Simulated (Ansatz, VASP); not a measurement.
# Ir: VASP beside Ansatz

```
CELL_PARAMETERS angstrom
2.62638 0.00000 0.00000
-1.31319 2.27451 0.00000
0.00000 0.00000 4.15219
ATOMIC_POSITIONS crystal
Ir 0.33333 0.66667 0.25000
Ir 0.66667 0.33333 0.75000
```

Alike in both runs: task relaxation of cell and atoms; functional PBEsol; k mesh 12 × 12 × 6; occupations gaussian, width 0.1 eV; no spin polarisation.

|  | VASP | Ansatz |
| --- | --- | --- |
| version | VASP 6.6.1 | Ansatz 0.2.0 |
| potentials or method | VASP PAW PBE potentials, release 64 (Ir), cutoff 600 eV | scalar-relativistic, plane waves, PAW |
| valence electrons in the cell | 18 | 34 |

Ansatz gave:

```
gap on the k mesh at the Fermi level, each at its own relaxed structure (eV) : none
relaxed volume (Å³/atom)                                                     : 14.12
relaxed length of the cell vector where the two differ most in proportion (Å)              : 4.426
```

Problem. Estimate VASP's values.

Solution. gap on the k mesh at the Fermi level, each at its own relaxed structure (eV): none; relaxed volume (Å³/atom): 14.15; relaxed length of the cell vector where the two differ most in proportion (Å): 4.433.

VASP's potentials were made for PBE, not for PBEsol. A gap of «none» marks a metal or a gap that the smearing closes. VASP's potentials hold 18 valence electrons a cell and Ansatz's 34, so a difference there can come from the potentials and not from the codes.

Neither program's run includes spin-orbit coupling.
